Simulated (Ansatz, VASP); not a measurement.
## One calculation of SiC, two programs

The input POSCAR:

```
SiC
1.0
    0.0000000000      2.1781449820      2.1781449820
    2.1781449820      0.0000000000      2.1781449820
    2.1781449820      2.1781449820      0.0000000000
Si C
1 1
Direct
    0.0033133140      0.0033133140      0.0033133140
    0.7500000000      0.7500000000      0.7500000000
```

The input INCAR.step1:

```
SYSTEM = SiC
ALGO     = Normal         ! electronic algorithm
EDIFF    = 1E-4           ! SCF threshold, eV
ENCUT    = 520            ! plane-wave cutoff, eV
GGA      = PE             ! functional
ISMEAR   = 0              ! smearing method
LASPH    = .TRUE.         ! aspherical terms in the spheres
LCHARG   = .FALSE.        ! write CHGCAR
LREAL    = .FALSE.        ! projectors in reciprocal space
LWAVE    = .TRUE.         ! write WAVECAR
NBANDS   = 11             ! bands
NELM     = 80             ! most SCF steps
PREC     = Accurate       ! precision mode
SIGMA    = 0.05           ! smearing width, eV
```

File INCAR.step2:

```
SYSTEM = SiC
ALGO     = Normal         ! electronic algorithm
EDIFF    = 1E-6           ! SCF threshold, eV
ENCUT    = 520            ! plane-wave cutoff, eV
ISIF     = 2              ! what is computed and relaxed
ISMEAR   = 0              ! smearing method
ISTART   = 1            
LASPH    = .TRUE.         ! aspherical terms in the spheres
LCHARG   = .FALSE.        ! write CHGCAR
LMIXTAU  = .TRUE.       
LREAL    = .FALSE.        ! projectors in reciprocal space
LWAVE    = .FALSE.        ! write WAVECAR
METAGGA  = R2SCAN         ! meta-GGA
NBANDS   = 11             ! bands
NELM     = 80             ! most SCF steps
PREC     = Accurate       ! precision mode
SIGMA    = 0.05           ! smearing width, eV
```

File KPOINTS:

```
k-points
0
G
  10 10 10
  0 0 0
```

Input for Ansatz:

```yaml
crystal:
  lattice:
    - [0.0, 2.178144982, 2.178144982]
    - [2.178144982, 0.0, 2.178144982]
    - [2.178144982, 2.178144982, 0.0]
  atoms:
    - { symbol: Si, position: [0.003313314, 0.003313314, 0.003313314] }
    - { symbol: C, position: [0.75, 0.75, 0.75] }
basis:
  ecutwfc: 500
kpoints:
  mp_grid: { grid: [10, 10, 10] }
hamiltonian:
  xc: r2scan
scf:
  occupations: { method: gaussian, width: 0.05 }
output:
  forces: true
  stress: true
  eigenvalues: true
  write_density: true
  write_potential: true
  elf: true
  volumetric_format: npy
```

Change from the starting cell: all Si atoms moved -0.025 Å, as atom 1 towards its neighbour atom 2 (C) at 1.886 Å.

Alike in both runs: task single point; functional r2SCAN; k mesh 10 × 10 × 10; occupations gaussian, width 0.05 eV; no spin polarisation.

|  | VASP | Ansatz |
| --- | --- | --- |
| version | VASP 6.6.1 | Ansatz 0.2.0 |
| potentials or method | VASP PAW PBE potentials, release 64 (Si, C), cutoff 520 eV | scalar-relativistic, plane waves, PAW |
| valence electrons in the cell | 8 | 8 |

```csv
,VASP,Ansatz,Ansatz less VASP
gap on the k mesh at the Fermi level (eV),1.58,1.57,-0.011
least direct gap on the mesh (eV),5.02,5.01,-0.013
pressure (GPa),-0.1,0.1,+0.17
"traceless stress, the component that is largest in VASP (GPa)",-0.79,-0.79,-0.007
rms of the force components (eV/Å),0.270,0.270,+0.0006
```

VASP's potentials were made for PBE, not for r2SCAN. Atom by atom the forces differ by 0.001 eV/Å (rms over components).
